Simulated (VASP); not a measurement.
# TiTe2 in VASP: further runs, part 2 of 2

VASP 6.6.1.

## 3. Single point, PBE (one atom moved)

Contents of INCAR:

```
ALGO = Normal
EDIFF = 1E-7
ENCUT = 520
GGA = PE
ISIF = 2
ISMEAR = 0
LASPH = True
LCHARG = True
LELF = True
LREAL = False
LVHAR = True
LWAVE = False
NBANDS = 19
NELM = 100
PREC = Accurate
SIGMA = 0.1
```

Contents of KPOINTS:

```
k-points
0
Gamma
  12 12 6
```

Contents of POSCAR:

```
TiTe2
1.0
    3.7770008876      0.0000000000      0.0000000000
   -1.8885004438      3.2709787188      0.0000000000
    0.0000000000      0.0000000000      6.4980000000
Ti Te
1 2
Direct
    0.0343933757      0.0687867514      0.0000000000
    0.6666666667      0.3333333333      0.2628000000
    0.3333333333      0.6666666667      0.7372000000
```

Potentials or basis: VASP PAW PBE potentials, release 64 (Ti_sv, Te).

On the command line:

```sh
cat potpaw_PBE.64/Ti_sv/POTCAR potpaw_PBE.64/Te/POTCAR > POTCAR
mpirun -np 1 vasp_std > vasp.out
```

OUTCAR:

```text
EDIFF = 1E-7
   ENCUT = 520
   GGA = PE
   ISIF = 2
   ISMEAR = 0
   LASPH = True
   LREAL = False
   NELM = 100
   PREC = Accurate

 ion  position               nearest neighbor table
   1  0.034  0.069  0.000-   3 2.60   2 2.69   2 2.69   3 2.87   3 2.87   2 2.95
   2  0.667  0.333  0.263-   1 2.69   1 2.69   1 2.95
   3  0.333  0.667  0.737-   1 2.60   1 2.87   1 2.87

  LATTYP: Found a hexagonal cell.
 ALAT       =     3.7770008876
 C/A-ratio  =     1.7204126219

  Lattice vectors:

 A1 = (   3.7770008876,   0.0000000000,   0.0000000000)
 A2 = (  -1.8885004438,   3.2709787188,   0.0000000000)
 A3 = (   0.0000000000,   0.0000000000,   6.4980000000)

Analysis of symmetry for initial positions (statically):
=====================================================================
 Subroutine PRICEL returns:
 Original cell was already a primitive cell.

 Routine SETGRP: Setting up the symmetry group for a
 hexagonal supercell.

[... 157 lines left out ...]

 number of electron      23.9999999 magnetization

 Free energy of the ion-electron system (eV)
  ---------------------------------------------------
  ext. energy  EPLUGINS =         0.00000000
  ---------------------------------------------------
  free energy    TOTEN  =       -16.09946325 eV

  energy without entropy =      -16.09368032  energy(sigma->0) =      -16.09657178

 E-fermi :   6.9252     XC(G=0):  -9.8516

 val. band max:        6.9142212536   @ k =   0.0000   0.4167   0.0000
 cond. band min:       6.9282430340   @ k =   0.0000   0.0000   0.1667
 fundamental gap:      0.0140217804
 Fermi energy:         6.9251863997

 k-point     1 :       0.0000    0.0000    0.0000
  band No.  band energies     occupation
      1     -50.6221      2.00000
      2     -26.8916      2.00000
      3     -26.8874      2.00000
      4     -26.8405      2.00000
      5      -5.5790      2.00000
      6      -4.0835      2.00000
[... 505 lines left out ...]
      6      -3.5677      2.00000
[... 11 lines left out ...]
     18      12.2802      0.00000
     19      12.8542      0.00000

 [... further k-points ...]
[... 5 lines left out ...]
  --------------------------------------------------------------------------------------
  -------------------------------------------------------------------------------------
  Total        0.8627156      0.7479353      1.5761181      0.0000000     -0.4870744      0.0000000
  in kB       17.2176442     14.9269159     31.4553720      0.0000000     -9.7207861      0.0000000
  external PRESSURE =      21.1999774 kB  Pullay stress =       0.0000000 kB

 VOLUME and BASIS-vectors are now :
 -----------------------------------------------------------------------------
  energy-cutoff  :      520.00
  volume of cell :       80.28
      direct lattice vectors                 reciprocal lattice vectors
     3.777000888  0.000000000  0.000000000     0.264760330  0.152859448  0.000000000
    -1.888500444  3.270978719  0.000000000     0.000000000  0.305718895  0.000000000
     0.000000000  0.000000000  6.498000000     0.000000000  0.000000000  0.153893506

 POSITION                                       TOTAL-FORCE (eV/Angst)
 -----------------------------------------------------------------------------------
      0.00000      0.22500      0.00000         0.000000     -0.945966      0.077735
      1.88850      1.09033      1.70767        -0.000000      0.343559      0.203721
     -0.00000      2.18065      4.79033         0.000000      0.602407     -0.281455
 -----------------------------------------------------------------------------------
    total drift:                               -0.000000      0.000012     -0.000003

  FREE ENERGIE OF THE ION-ELECTRON SYSTEM (eV)
  ---------------------------------------------------
  free  energy   TOTEN  =       -16.0994632522 eV

  energy  without entropy=      -16.0936803172  energy(sigma->0) =      -16.09657178
```

OSZICAR:

```text
N       E                     dE             d eps       ncg     rms          rms(c)
DAV:   1     0.178350367904E+03    0.17835E+03   -0.10200E+04  9196   0.119E+03
DAV:   2     0.393213515204E+00   -0.17796E+03   -0.17263E+03  9521   0.307E+02
DAV:   3    -0.175722544193E+02   -0.17965E+02   -0.17562E+02 15096   0.856E+01
DAV:   4    -0.182589074825E+02   -0.68665E+00   -0.68296E+00 11868   0.158E+01
DAV:   5    -0.182842892793E+02   -0.25382E-01   -0.25371E-01 13267   0.299E+00    0.121E+01
DAV:   6    -0.183817358032E+02   -0.97447E-01   -0.36595E+01 10222   0.374E+01    0.140E+01
DAV:   7    -0.163466734440E+02    0.20351E+01   -0.30103E+01 11480   0.315E+01    0.542E+00
DAV:   8    -0.160980275526E+02    0.24865E+00   -0.15544E+00 10853   0.843E+00    0.168E+00
DAV:   9    -0.161211399107E+02   -0.23112E-01   -0.21006E-01 12752   0.283E+00    0.156E+00
DAV:  10    -0.161027196901E+02    0.18420E-01   -0.28028E-01 10987   0.348E+00    0.771E-01
DAV:  11    -0.160995748517E+02    0.31448E-02   -0.29701E-02 10737   0.122E+00    0.351E-01
DAV:  12    -0.160996425129E+02   -0.67661E-04   -0.30106E-03 11028   0.375E-01    0.240E-01
DAV:  13    -0.160994756091E+02    0.16690E-03   -0.55735E-04 10915   0.171E-01    0.674E-02
DAV:  14    -0.160994722930E+02    0.33161E-05   -0.23017E-05 10972   0.330E-02    0.406E-02
DAV:  15    -0.160994653099E+02    0.69832E-05   -0.14194E-05 12389   0.256E-02    0.200E-02
DAV:  16    -0.160994630769E+02    0.22330E-05   -0.11269E-05 12832   0.203E-02    0.272E-03
DAV:  17    -0.160994632015E+02   -0.12467E-06   -0.26139E-07  9561   0.360E-03    0.204E-03
DAV:  18    -0.160994632522E+02   -0.50702E-07   -0.10713E-07  5897   0.217E-03
   1 F= -.16099463E+02 E0= -.16096572E+02  d E =-.578294E-02
```

stdout:

```text
POSCAR found type information on POSCAR TiTe
 POSCAR found :  2 types and       3 ions
 scaLAPACK will be used
 LDA part: xc-table for (Slater+PW92), standard interpolation
 POSCAR, INCAR and KPOINTS ok, starting setup
 FFT: planning ... GRIDC
 FFT: planning ... GRID_SOFT
 FFT: planning ... GRID
 WAVECAR not read
 entering main loop
```

It took 4.4 min on 1 thread of AMD EPYC 9R45 (Zen 5), shared host; peak memory 0.43 GiB.

What came out:

| Item | Value |
| --- | --- |
| Free energy | -16.0995 eV |
| Pressure | 2.1 GPa |
| Largest force | 0.949 eV/Å |
| Band gap on the k mesh | zero (band 12 reaches 7.20 eV, above the bottom of band 13 at 6.72 eV) |

Forces in eV/Å, atoms in the order of the input:
```
Ti   0.000 -0.946  0.078
Te   0.000  0.344  0.204
Te   0.000  0.602 -0.281
```

Stress tensor (GPa, compression positive):
```
 1.72  0.00  0.00
 0.00  1.49 -0.97
 0.00 -0.97  3.15
```

Caveat: the cell differs from its parent crystal (one atom moved); spin-orbit coupling is left out, which moves the levels of the heavy elements; this functional lacks dispersion, which binds the layers, so the pressure and a relaxed spacing across them are unreliable.
